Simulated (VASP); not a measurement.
A run of VASP 6.6.1 is set up as follows.

INCAR

```
SYSTEM = H2Os3
PREC = Accurate ; ENCUT = 520
EDIFF = 1E-6 ; ISMEAR = 0
SIGMA = 0.1 ; LREAL = .FALSE.
LASPH = .TRUE. ; NELM = 100
ALGO = Normal ; ISIF = 2
LWAVE = .FALSE. ; LCHARG = .FALSE.
GGA = PE ; NBANDS = 21
```

The input KPOINTS:

```
Automatic mesh
0
G
  6 6 4
  0 0 0
```

The input POSCAR:

```
H2Os3
1.0
    3.4455757300      0.0000000000      0.0000000000
   -1.7227878700      2.9839561100      0.0000000000
    0.0000000000      0.0000000000      5.7416574700
H Os
2 3
Direct
    0.3333333300      0.6666666700      0.5000000000
    0.6666666700      0.3333333300      0.5000000000
    0.0000000000      0.0000000000      0.5000000000
    0.3333333300      0.6666666700      0.0000000000
    0.6666666700      0.3333333300      0.0000000000
```

Potentials or basis: VASP PAW PBE potentials, release 64 (H, Os).

Run with:

```console
$ cat potpaw_PBE.64/H/POTCAR potpaw_PBE.64/Os/POTCAR > POTCAR
$ mpirun -np 1 vasp_std > vasp.out
```

Q: What does it give for the band gap on the k mesh?

A: Zero (bands 13 and 14 overlap by 0.92 eV).

Q: Predict the pressure.

A: 75.5 GPa.

Stress tensor (GPa, compression positive):
```
120.02   0.00   0.00
  0.00 120.02   0.00
  0.00   0.00 -13.45
```

Caveat: atoms lie so close that the PAW spheres overlap strongly, which falsifies energies and pressures; the stress differs along the axes, from -13 to 120 GPa; spin-orbit coupling is left out, which moves the levels of the heavy elements.
